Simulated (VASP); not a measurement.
Here is a VASP 6.6.1 calculation.

INCAR

```
ALGO = Normal
EDIFF = 1E-7
ENCUT = 520
GGA = PS
ISIF = 2
ISMEAR = -1
LASPH = True
LCHARG = True
LELF = True
LREAL = False
LVHAR = True
LWAVE = False
NBANDS = 16
NELM = 80
PREC = Accurate
SIGMA = 0.05
```

The input KPOINTS:

```
k-points
0
Gamma
  7 7 6
```

The input POSCAR:

```
Se
1.0
    3.4935098106      0.0000000000      0.0000000000
   -1.7467549053      3.0254682444      0.0000000000
    0.0000000000      0.0000000000      5.1420530774
Se
3
Direct
    0.7060804506      0.7060804506      0.0000000000
    0.0000000000      0.2939195494      0.6666666667
    0.2939195494      0.0000000000      0.3333333333
```

Potentials or basis: VASP PAW PBE potentials, release 64 (Se).

Command:

```bash
$ cat potpaw_PBE.64/Se/POTCAR > POTCAR
$ mpirun -np 1 vasp_std > vasp.out
```

Problem. Predict the pressure.

Solution. 20.3 GPa.

Problem. Estimate the band gap on the k mesh.

Solution. Zero (filled and empty bands touch).

Problem. What does it give for the largest force?

Solution. 0.026 eV/Å.

Forces on the atoms (eV/Å):
```
Se  -0.013 -0.023  0.000
Se  -0.013  0.023  0.000
Se   0.026  0.000  0.000
```

Caveat: the PAW data sets were made with another functional, which shifts forces and pressure a little.
